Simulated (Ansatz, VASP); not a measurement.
## One calculation of TiC, two programs

The input POSCAR:

```
TiC
1.0
    0.0000000000      2.0990800000      2.1315400000
    2.0990800000      0.0000000000      2.1315400000
    2.0990800000      2.0990800000      0.0000000000
Ti C
1 1
Direct
    0.0000000000      0.0000000000      0.0000000000
    0.5000000000      0.5000000000      0.5000000000
```

File INCAR.step1:

```
SYSTEM = TiC
  PREC = Accurate
  ENCUT = 520
  ISMEAR = 0
  SIGMA = 0.15
  LREAL = .FALSE.
  LASPH = .TRUE.
  NELM = 80
  NBANDS = 15
  GGA = PE
  ALGO = Normal
  EDIFF = 1E-4
  LWAVE = .TRUE.
  LCHARG = .FALSE.
```

File INCAR.step2:

```
SYSTEM = TiC
  PREC = Accurate
  ENCUT = 520
  EDIFF = 1E-6
  ISMEAR = 0
  SIGMA = 0.15
  LREAL = .FALSE.
  LASPH = .TRUE.
  NELM = 80
  ALGO = Normal
  ISIF = 2
  LWAVE = .FALSE.
  LCHARG = .FALSE.
  METAGGA = R2SCAN
  LMIXTAU = .TRUE.
  NBANDS = 15
  ISTART = 1
```

KPOINTS

```
regular mesh
0
G
  18 18 18
  0 0 0
```

Input for Ansatz:

```yaml
crystal:
  lattice:
    - [0.0, 2.09908, 2.13154]
    - [2.09908, 0.0, 2.13154]
    - [2.09908, 2.09908, 0.0]
  atoms:
    - { symbol: Ti, position: [0.0, 0.0, 0.0] }
    - { symbol: C, position: [0.5, 0.5, 0.5] }
basis:
  ecutwfc: 500
kpoints:
  mp_grid: { grid: [18, 18, 18] }
hamiltonian:
  xc: r2scan
scf:
  occupations: { method: gaussian, width: 0.15 }
output:
  forces: true
  stress: true
  eigenvalues: true
```

Change from the starting cell: strain -0.030 along x and y, -0.015 along z, atoms carried along.

Alike in both runs: task single point; functional r2SCAN; k mesh 18 × 18 × 18; occupations gaussian, width 0.15 eV; no spin polarisation.

|  | VASP | Ansatz |
| --- | --- | --- |
| version | VASP 6.6.1 | Ansatz 0.2.0 |
| potentials or method | VASP PAW PBE potentials, release 64 (Ti_sv, C), cutoff 520 eV | scalar-relativistic, plane waves, PAW |
| valence electrons in the cell | 16 | 16 |

```csv
,VASP,Ansatz,Ansatz less VASP
gap on the k mesh at the Fermi level (eV),none,none,-
pressure (GPa),24.4,23.3,-1.11
"traceless stress, the component that is largest in VASP (GPa)",-5.62,-5.57,+0.051
```

VASP's potentials were made for PBE, not for r2SCAN. A gap of «none» marks a metal or a gap that the smearing closes. With one functional, cell and mesh, what is left measures potentials, basis and numerics.
